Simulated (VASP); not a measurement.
Wanted: the native input for a VASP 6.6.1 run.

```
Task                   : single point
Functional             : PBEsol
Potentials or basis    : VASP PAW PBE potentials, release 64 (In_d, Pd)
Cutoff                 : 520 eV
k mesh                 : 6 × 6 × 6
Occupations            : fermi-dirac, width 0.05 eV
Spin                   : no spin polarisation
Dipole correction      : no
Further INCAR settings : ALGO = Normal; EDIFF = 1e-06; NBANDS = 18
```

The structure of InPd lies in POSCAR:

```
InPd
1.0
    3.2718847800      0.0000000000      0.0000000000
    0.0000000000      3.2718847800      0.0000000000
    0.0000000000      0.0000000000      3.2718847800
In Pd
1 1
Direct
    0.0000000000      0.0000000000      0.0000000000
    0.5000000000      0.5000000000      0.5000000000
```

The input as run:

INCAR

```
  PREC = Accurate
  ENCUT = 520
  EDIFF = 1E-6
  ISMEAR = -1
  SIGMA = 0.05
  LREAL = F
  LASPH = T
  NELM = 80
  ALGO = Normal
  ISIF = 2
  LWAVE = F
  LCHARG = T
  GGA = PS
  LELF = T
  LVHAR = T
  NBANDS = 18
```

KPOINTS

```
regular mesh
0
Gamma
  6 6 6
```

Potentials or basis: VASP PAW PBE potentials, release 64 (In_d, Pd).

The run is started by

```console
$ cat potpaw_PBE.64/In_d/POTCAR potpaw_PBE.64/Pd/POTCAR > POTCAR
$ mpirun -np 1 vasp_std > vasp.out
```

Results of the run:

```yaml
Pressure: -2.5 GPa
Band_gap_on_the_k_mesh: zero (an odd number of electrons rules out a gap without spin polarisation)
```

Caveat: the PAW data sets were made with another functional, which shifts forces and pressure a little; spin-orbit coupling is left out, which moves the levels of the heavy elements.

Wall time 9.6 s on 1 thread of Intel Xeon 8259CL (shared host), peak memory 0.14 GiB.
